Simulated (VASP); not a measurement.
The system is Ti.

```
Ti
1.0
     4.56737    0.00000    0.00000
    -2.28369    3.95546    0.00000
     0.00000    0.00000    2.82624
Ti
3
Direct
  0.66667 0.33333 0.50000
  0.33333 0.66667 0.50000
  0.00000 0.00000 0.00000
```

Base run:

```yaml
Program: VASP 6.6.1
Functional: PBEsol
Potentials_or_basis: VASP PAW PBE potentials, release 64 (Ti_sv)
Cutoff: 520 eV
k_mesh: 7 × 7 × 9
Occupations: gaussian, width 0.05 eV
Spin: no spin polarisation
```

Its results: band gap on the k mesh zero (band 18 reaches 8.50 eV, above the bottom of band 19 at 8.23 eV); pressure -4.0 GPa.

Q: The run is repeated on the same cell with these changes: functional from PBEsol to PBE; occupations from gaussian, width 0.05 eV to fermi-dirac, width 0.05 eV. What comes out?

A: Band gap on the k mesh zero (band 18 reaches 8.63 eV, above the bottom of band 19 at 8.37 eV); pressure 0.5 GPa.

Caveats: the PAW data sets were made with another functional, which shifts forces and pressure a little (some runs).
